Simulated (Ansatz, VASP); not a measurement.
Two plane-wave programs on MgS

The input INCAR:

```
PREC = Accurate
ENCUT = 600
EDIFF = 1E-6
ISMEAR = 0
SIGMA = 0.02
LREAL = F
LASPH = T
NELM = 120
ALGO = Normal
ISIF = 2
LWAVE = F
LCHARG = F
NBANDS = 11
GGA_COMPAT = F
```

KPOINTS

```
Automatic mesh
0
Gamma
  8 8 8
```

The input POSCAR:

```
MgS
1.0
    0.0000000000      2.7969341655      2.7969341655
    2.7969341655      0.0000000000      2.7969341655
    2.7969341655      2.7969341655      0.0000000000
Mg S
1 1
Direct
    0.0000000000      0.0000000000      0.0000000000
    0.2500000000      0.2500000000      0.2500000000
```

Input for Ansatz:

```yaml
crystal:
  lattice:
    - [0.0, 2.7969341655, 2.7969341655]
    - [2.7969341655, 0.0, 2.7969341655]
    - [2.7969341655, 2.7969341655, 0.0]
  atoms:
    - { symbol: Mg, position: [0.0, 0.0, 0.0] }
    - { symbol: S, position: [0.25, 0.25, 0.25] }
basis:
  ecutwfc: 420
kpoints:
  mp_grid: { grid: [8, 8, 8] }
  band_path:
    path:
      - [[0.0, 0.0, 0.0], [-0.5, -0.5, 0.0], [-0.375, -0.375, 0.25]]
      - [[-0.375, 0.0, 0.375], [0.0, 0.0, 0.0], [0.0, 0.0, 0.5], [-0.5, -0.25, 0.25], [-0.5, -0.5, 0.0]]
    npoints: 10
hamiltonian:
  xc: lda
  pseudopotentials: { kind: paw }
scf:
  occupations: { method: gaussian, width: 0.02 }
  n_extra_bands: 7
output:
  forces: true
  stress: true
  eigenvalues: true
```

Alike in both runs: task single point; functional LDA; k mesh 8 × 8 × 8; occupations gaussian, width 0.02 eV; no spin polarisation.

|  | VASP | Ansatz |
| --- | --- | --- |
| version | VASP 6.6.1 | Ansatz 0.2.0 |
| potentials or method | VASP PAW LDA potentials, release 64 (Mg, S), cutoff 600 eV | scalar-relativistic, plane waves, PAW |
| valence electrons in the cell | 8 | 16 |

```tsv
	VASP	Ansatz	Ansatz less VASP
gap on the k mesh at the Fermi level (eV)	3.38	3.37	-0.012
least direct gap on the mesh (eV)	3.38	3.37	-0.012
pressure (GPa)	-0.3	0.0	+0.32
```

LDA's correlation is that of Perdew and Zunger in VASP and of Perdew and Wang (1992) in Ansatz. VASP's potentials hold 8 valence electrons a cell and Ansatz's 16, so a difference there can come from the potentials and not from the codes.
